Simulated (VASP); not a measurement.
**In: single point with PBE**

In:

```xyz
1
Lattice="-1.6951 1.6951 2.3921 1.6951 -1.6951 2.3921 1.6951 1.6951 -2.3921" Properties=species:S:1:pos:R:3 pbc="T T T"
In    0.0000    0.0000    0.0000
```

This isn't the form of In at room conditions, which is tetragonal.

```json
{
 "Program": "VASP 6.6.1",
 "Task": "single point",
 "Functional": "PBE",
 "Potentials or basis": "VASP PAW PBE potentials, release 64 (In_d)",
 "Cutoff": "520 eV",
 "k mesh": "18 × 18 × 18",
 "Occupations": "gaussian, width 0.1 eV",
 "Spin": "no spin polarisation",
 "Dipole correction": "no",
 "Further INCAR settings": "ALGO = Fast; EDIFF = 1e-06; NBANDS = 12"
}
```

The pressure is 0.0 GPa and the band gap on the k mesh is zero (an odd number of electrons rules out a gap without spin polarisation).

Levels at points of the mesh, in eV from the Fermi level:
```tsv
k point	band 4	band 5	band 6	band 7	band 8	band 9
(0.00, 0.00, 0.00)	-14.44	-14.44	-9.21	10.13	10.13	10.13
(0.50, 0.00, 0.00)	-14.30	-14.30	-4.29	-3.17	8.06	8.10
(0.50, 0.50, 0.00)	-14.27	-14.26	-2.20	-2.06	3.94	3.95
(0.50, 0.50, 0.50)	-14.26	-14.26	-2.16	-2.04	3.91	3.91
```

Run time: 2.9 min on 1 thread of Intel(R) Xeon(R) Platinum 8259CL CPU @ 2.50GHz (Skylake/Cascade Lake), with other jobs on the host, peak memory 0.27 GiB.

Caveat: spin-orbit coupling is left out, which moves the levels of the heavy elements.
